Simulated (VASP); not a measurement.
# InSb (Pmmn) in VASP: notebook, part 2 of 2

VASP 6.6.1. The steps go on from the part before.

## Step 4: Single point, PBE (23.20 Å³/atom)

This run uses another cell than the first one, of 23.20 Å³/atom.

The input, INCAR:

```
PREC     = Accurate       # precision mode
ENCUT    = 520            # plane-wave cutoff, eV
EDIFF    = 1E-6           # SCF threshold, eV
ISMEAR   = -1             # smearing method
SIGMA    = 0.08           # smearing width, eV
LREAL    = F              # projectors in reciprocal space
LASPH    = T              # aspherical terms in the spheres
NELM     = 60             # most SCF steps
ALGO     = Normal         # electronic algorithm
ISIF     = 2              # what is computed and relaxed
LWAVE    = F              # write WAVECAR
LCHARG   = T              # write CHGCAR
GGA      = PE             # functional
LELF     = T              # ELF
LVHAR    = T            
NBANDS   = 26             # bands
```

The input, KPOINTS:

```
Automatic mesh
0
Gamma
  6 6 11
```

The input, POSCAR:

```
InSb
1.0
    5.3390834782      0.0000000000      0.0000000000
    0.0000000000      5.6928961784      0.0000000000
    0.0000000000      0.0000000000      3.0527557763
In Sb
2 2
Direct
    0.0000000000      0.0000000000      0.0000000000
    0.5000000000      0.5000000000      0.0000000000
    0.5000000000      0.0000000000      0.8350000000
    0.0000000000      0.5000000000      0.1650000000
```

Potentials or basis: VASP PAW PBE potentials, release 64 (In_d, Sb).

Started as:

```sh
cat potpaw_PBE.64/In_d/POTCAR potpaw_PBE.64/Sb/POTCAR > POTCAR
mpirun -np 1 vasp_std > vasp.out
```

OUTCAR:

```text
PREC = Accurate
   ENCUT = 520
   EDIFF = 1E-6
   ISMEAR = -1
   LREAL = F
   LASPH = T
   NELM = 60
   ISIF = 2
   GGA = PE

 ion  position               nearest neighbor table
   1  0.000  0.000  0.000-   3 2.72   3 2.72   4 2.89   4 2.89   3 3.69   3 3.69   4 3.82   4 3.82
                             2 3.90   2 3.90   2 3.90   2 3.90
   2  0.500  0.500  0.000-   4 2.72   4 2.72   3 2.89   3 2.89   4 3.69   4 3.69   3 3.82   3 3.82
                             1 3.90   1 3.90   1 3.90   1 3.90
   3  0.500  0.000  0.835-   1 2.72   1 2.72   2 2.89   2 2.89   1 3.69   1 3.69   2 3.82   2 3.82

   4  0.000  0.500  0.165-   2 2.72   2 2.72   1 2.89   1 2.89   2 3.69   2 3.69   1 3.82   1 3.82

  LATTYP: Found a simple orthorhombic cell.
 ALAT       =     3.0527557763
 B/A-ratio  =     1.7489389488
 C/A-ratio  =     1.8648383938

  Lattice vectors:

 A1 = (   0.0000000000,   0.0000000000,   3.0527557763)
 A2 = (   5.3390834782,   0.0000000000,   0.0000000000)
 A3 = (   0.0000000000,   5.6928961784,   0.0000000000)

Analysis of symmetry for initial positions (statically):
=====================================================================
 Subroutine PRICEL returns:
 Original cell was already a primitive cell.

 Routine SETGRP: Setting up the symmetry group for a
 simple orthorhombic supercell.

 Subroutine GETGRP returns: Found  8 space group operations
 (whereof  4 operations were pure point group operations)
 out of a pool of  8 trial point group operations.

The static configuration has the point symmetry C_2v.
 The point group associated with its full space group is D_2h.

Analysis of symmetry for dynamics (positions and initial velocities):
=====================================================================
 Subroutine PRICEL returns:
 Original cell was already a primitive cell.

 Routine SETGRP: Setting up the symmetry group for a
 simple orthorhombic supercell.

 Subroutine GETGRP returns: Found  8 space group operations
 (whereof  4 operations were pure point group operations)
[... 127 lines left out ...]
     AMIX_MAG =   1.60;   BMIX_MAG =  1.00
  volume/ion in A,a.u.               =      23.20       156.54
  Fermi-wavevector in a.u.,A,eV,Ry     =   1.194020  2.256371 19.397610  1.425684
  Thomas-Fermi vector in A             =   2.330020
   LORBIT       =      0    0 simple, 1 ext, 2 COOP (PROOUT), +10 PAW based schemes
   GGA     = PE    functional components
   LHFCALC =     F    Hartree Fock is set to
   AEXX    =    0.0000 exact exchange contribution
   IVDW    =     0    specifies the selected vdW correction
   LEPSILON=     F    determine dielectric tensor
   LRPA    =     F    only Hartree local field effects (RPA)
 non-spin polarized calculation
  energy-cutoff  :      520.00
  volume of cell :       92.79
 maximum number of plane-waves:      2519
 NGX is ok and might be reduce to    40
   NGX = 19   NGY = 21   NGZ = 11

 number of electron      36.0000002 magnetization

 Free energy of the ion-electron system (eV)
  ---------------------------------------------------
  ext. energy  EPLUGINS =         0.00000000
  ---------------------------------------------------
  free energy    TOTEN  =       -12.03200281 eV

  energy without entropy =      -12.00217323  energy(sigma->0) =      -12.01708802

 E-fermi :   9.7124     XC(G=0): -10.7621

 val. band max:        9.7018871069   @ k =   0.1667   0.3333   0.4545
 cond. band min:       9.7184929916   @ k =   0.1667   0.5000   0.4545
 fundamental gap:      0.0166058846
 Fermi energy:         9.7124345402

 k-point     1 :       0.0000    0.0000    0.0000
  band No.  band energies     occupation
      1      -5.6533      2.00000
      2      -5.6298      2.00000
      3      -5.4932      2.00000
      4      -5.2859      2.00000
      5      -5.2670      2.00000
      6      -5.1206      2.00000
[... 685 lines left out ...]
     25      16.9083      0.00000
     26      16.9083      0.00000

 [... further k-points ...]

------------------------ aborting loop because EDIFF is reached ----------------------------------------

  FORCE on cell =-STRESS in cart. coord.  units (eV):
  Direction    XX          YY          ZZ          XY          YZ          ZX
  --------------------------------------------------------------------------------------
  -------------------------------------------------------------------------------------
  Total       18.3457698      9.1545348      5.6995008      0.0000000      0.0000000      0.0000000
  in kB      316.7776158    158.0719559     98.4136558      0.0000000      0.0000000      0.0000000
  external PRESSURE =     191.0877425 kB  Pullay stress =       0.0000000 kB

 VOLUME and BASIS-vectors are now :
 -----------------------------------------------------------------------------
  energy-cutoff  :      520.00
  volume of cell :       92.79
      direct lattice vectors                 reciprocal lattice vectors
     5.339083478  0.000000000  0.000000000     0.187298064  0.000000000  0.000000000
     0.000000000  5.692896178  0.000000000     0.000000000  0.175657516  0.000000000
     0.000000000  0.000000000  3.052755776     0.000000000  0.000000000  0.327572879

 POSITION                                       TOTAL-FORCE (eV/Angst)
 -----------------------------------------------------------------------------------
      0.00000      0.00000      0.00000         0.000000      0.000000      0.280930
      2.66954      2.84645      0.00000         0.000000      0.000000     -0.280930
      2.66954      0.00000      2.54905         0.000000      0.000000     -0.787973
      0.00000      2.84645      0.50370         0.000000      0.000000      0.787973
 -----------------------------------------------------------------------------------
    total drift:                               -0.000000      0.000000     -0.000000

  FREE ENERGIE OF THE ION-ELECTRON SYSTEM (eV)
  ---------------------------------------------------
  free  energy   TOTEN  =       -12.0320028076 eV

  energy  without entropy=      -12.0021732264  energy(sigma->0) =      -12.01708802
```

OSZICAR:

```text
N       E                     dE             d eps       ncg     rms          rms(c)
DAV:   1     0.300153870282E+03    0.30015E+03   -0.15866E+04  4992   0.158E+03
DAV:   2     0.139104296467E+02   -0.28624E+03   -0.27952E+03  5224   0.384E+02
DAV:   3    -0.111976797399E+02   -0.25108E+02   -0.24565E+02  6288   0.127E+02
DAV:   4    -0.121238026211E+02   -0.92612E+00   -0.92264E+00  6024   0.249E+01
DAV:   5    -0.121749645800E+02   -0.51162E-01   -0.51156E-01  7670   0.537E+00    0.695E+00
DAV:   6    -0.120526987627E+02    0.12227E+00   -0.22641E-01  6916   0.769E+00    0.383E+00
DAV:   7    -0.120336384623E+02    0.19060E-01   -0.10066E-01  7092   0.362E+00    0.741E-01
DAV:   8    -0.120318569499E+02    0.17815E-02   -0.13516E-02  6654   0.146E+00    0.376E-01
DAV:   9    -0.120320008891E+02   -0.14394E-03   -0.95790E-04  6766   0.225E-01    0.823E-02
DAV:  10    -0.120319972388E+02    0.36503E-05   -0.38355E-05  7066   0.632E-02    0.279E-02
DAV:  11    -0.120320028916E+02   -0.56528E-05   -0.69875E-06  5214   0.231E-02    0.127E-02
DAV:  12    -0.120320028076E+02    0.83974E-07   -0.47047E-07  2948   0.786E-03
   1 F= -.12032003E+02 E0= -.12017088E+02  d E =-.298296E-01
```

Run time: 3.4 min. Hardware: 1 thread of Intel Xeon 8259CL, shared host; peak memory 0.34 GiB.

Results:

- Free energy: -12.0320 eV
- Pressure: 19.1 GPa
- Largest force: 0.788 eV/Å
- Band gap on the k mesh: zero (bands 18 and 19 overlap by 3.40 eV)

Forces in eV/Å, atoms in the order of the input:
```
In   0.000  0.000  0.281
In   0.000  0.000 -0.281
Sb   0.000  0.000 -0.788
Sb   0.000  0.000  0.788
```

Stress tensor (GPa, compression positive):
```
31.68  0.00  0.00
 0.00 15.81  0.00
 0.00  0.00  9.84
```

Levels at points of the mesh, in eV from the Fermi level:
```tsv
k point	band 16	band 17	band 18	band 19	band 20	band 21
(0.00, 0.00, 0.00)	-3.01	-2.60	-2.26	3.02	4.34	4.36
(0.50, 0.00, 0.00)	-4.53	0.99	0.99	4.38	4.38	4.71
(0.00, 0.50, 0.00)	-4.71	-0.39	-0.39	3.93	3.93	4.56
(0.50, 0.50, 0.00)	-0.44	1.30	1.30	2.43	2.43	2.78
```

Caveat: the cell stands under pressure; spin-orbit coupling is left out, which moves the levels of the heavy elements.

## Step 5: Single point, PBE (zz strain of -1 %)

The input, INCAR:

```
PREC = Accurate ; ENCUT = 520
EDIFF = 1E-6 ; ISMEAR = -1
SIGMA = 0.08 ; LREAL = False
LASPH = True ; NELM = 80
ALGO = Normal ; ISIF = 2
LWAVE = False ; LCHARG = False
GGA = PE ; NBANDS = 26
```

KPOINTS is that of step 4.

The input, POSCAR:

```
InSb
1.0
    5.3570000000      0.0000000000      0.0000000000
    0.0000000000      5.7120000000      0.0000000000
    0.0000000000      0.0000000000      3.0323700000
In Sb
2 2
Direct
    0.0000000000      0.0000000000      0.0000000000
    0.5000000000      0.5000000000      0.0000000000
    0.5000000000      0.0000000000      0.8350000000
    0.0000000000      0.5000000000      0.1650000000
```

Started as:

```sh
cat potpaw_PBE.64/In_d/POTCAR potpaw_PBE.64/Sb/POTCAR > POTCAR
mpirun -np 1 vasp_std > vasp.out
```

It took 3.3 min on 1 thread of Intel Xeon 8259CL, shared host; peak memory 0.34 GiB.

The run converged. Its results:

```yaml
Free_energy: -12.0831 eV
Pressure: 18.9 GPa
Largest_force: 0.737 eV/Å
Band_gap_on_the_k_mesh: zero (bands 18 and 19 overlap by 3.29 eV)
```

Forces on the atoms (eV/Å):
```
In   0.000  0.000  0.264
In   0.000  0.000 -0.264
Sb   0.000  0.000 -0.737
Sb   0.000  0.000  0.737
```

Stress tensor (GPa, compression positive):
```
30.69  0.00  0.00
 0.00 15.34  0.00
 0.00  0.00 10.61
```

Levels at points of the mesh, in eV from the Fermi level:
```
           k point  band 15  band 16  band 17  band 18  band 19  band 20  band 21  band 22
(0.00, 0.00, 0.00)    -5.86    -3.05    -2.72    -2.30     2.98     4.52     4.55     6.24
(0.50, 0.00, 0.00)    -4.55    -4.55     0.92     0.92     4.32     4.32     4.82     4.82
(0.00, 0.50, 0.00)    -4.74    -4.74    -0.45    -0.45     3.82     3.82     4.73     4.73
(0.50, 0.50, 0.00)    -0.51    -0.51     1.23     1.23     2.35     2.35     2.68     2.68
```

Caveat: the cell differs from its parent crystal (zz strain of -1 %); the cell stands under pressure; spin-orbit coupling is left out, which moves the levels of the heavy elements.

## Step 6: The runs side by side

| cell | gap on the mesh (eV) | pressure (GPa) | largest force (eV/Å) |
| --- | --- | --- | --- |
| a = 5.285, b = 5.635, c = 3.022 Å, 4 atoms | none | 23.3 | 0.88 |
| a = 5.357, b = 5.712, c = 2.971 Å, 4 atoms | none | 21.2 | 0.69 |
| a = 5.339, b = 5.693, c = 3.053 Å, 4 atoms | none | 19.1 | 0.79 |
| a = 5.357, b = 5.712, c = 3.032 Å, 4 atoms | none | 18.9 | 0.74 |

Alike in all rows: task single point; level PBE; potentials or basis VASP PAW PBE potentials, release 64 (In_d, Sb); no spin polarisation; k mesh 6 × 6 × 11; cutoff (eV) 520; smearing fermi-dirac 0.08 eV.

Caveats: the cell stands under pressure; spin-orbit coupling is left out, which moves the levels of the heavy elements.

Absolute energies hang on the potentials; compare differences alone.
